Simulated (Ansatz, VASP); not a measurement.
**Two plane-wave programs on ZrTiS3**

```
CELL_PARAMETERS angstrom
4.60711 0.00000 0.00000
0.00000 4.60711 0.00000
0.00000 0.00000 4.60711
ATOMIC_POSITIONS crystal
Zr 0.50000 0.50000 0.50000
Ti 0.00000 0.00000 0.00000
S 0.00000 0.50000 0.00000
S 0.00000 0.00000 0.50000
S 0.50000 0.00000 0.00000
```

Change from the starting cell: species swapped into the KPdF3 type (Pm-3m, No. 221).

Alike in both runs: functional PBE; k mesh 8 × 8 × 8; occupations gaussian, width 0.1 eV; no spin polarisation.

Ansatz relaxed the structure, and its values are those at the end. VASP's run is a single point on that final structure, the one shown.

|  | VASP | Ansatz |
| --- | --- | --- |
| version | VASP 6.6.1 | Ansatz 0.2.0 |
| potentials or method | VASP PAW PBE potentials, release 64 (Zr_sv, Ti_sv, S), cutoff 520 eV | scalar-relativistic, plane waves, PAW |
| valence electrons in the cell | 42 | 42 |

|  | VASP | Ansatz | Ansatz less VASP |
| --- | --- | --- | --- |
| gap on the k mesh at the Fermi level (eV) | none | none | - |
| pressure (GPa) | 0.0 | 0.0 | +0.06 |

A gap of «none» marks a metal or a gap that the smearing closes. The functional is the same, so the differences come from potentials, cutoffs and numerics.
